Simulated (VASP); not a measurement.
A run of VASP 6.6.1 is set up as follows.

File POSCAR:

```
BeTe
1.0
    2.8284062986      2.8284062986      0.0000000000
   -2.8284062986      2.8284062986      0.0000000000
    0.0000000000      2.8284062986      2.8284062986
Be Te
1 1
Direct
    0.0000000000      0.0000000000      0.0000000000
    0.7500000000      0.2500000000      0.5000000000
```

Contents of INCAR.step1:

```
PREC = Accurate ; ENCUT = 520
ISMEAR = 0 ; SIGMA = 0.01
LREAL = F ; LASPH = T
NELM = 60 ; NBANDS = 11
GGA = PE ; ALGO = Normal
EDIFF = 1E-4 ; LWAVE = T
LCHARG = F
```

INCAR.step2

```
PREC = Accurate ; ENCUT = 520
EDIFF = 1E-6 ; ISMEAR = 0
SIGMA = 0.01 ; LREAL = F
LASPH = T ; NELM = 60
ALGO = Normal ; ISIF = 2
LWAVE = F ; LCHARG = F
METAGGA = R2SCAN ; LMIXTAU = T
NBANDS = 11 ; ISTART = 1
```

KPOINTS

```
regular mesh
0
Gamma
  8 8 8
```

Potentials or basis: VASP PAW PBE potentials, release 64 (Be, Te).

Run with:

```console
$ cat potpaw_PBE.64/Be/POTCAR potpaw_PBE.64/Te/POTCAR > POTCAR
$ cp INCAR.step1 INCAR
$ mpirun -np 1 vasp_std > vasp.out
$ cp INCAR.step2 INCAR
$ mpirun -np 1 vasp_std > vasp.out
```

Problem. Estimate the band gap on the k mesh.

Solution. 2.37 eV, indirect (least direct gap 4.03 eV).

Problem. What does it give for the pressure?

Solution. 0.2 GPa.

Caveat: the PAW data sets were made with another functional, which shifts forces and pressure a little; spin-orbit coupling is left out, which moves the levels of the heavy elements. r2SCAN opens gaps a little over a GGA but as a rule still falls short of measured ones.
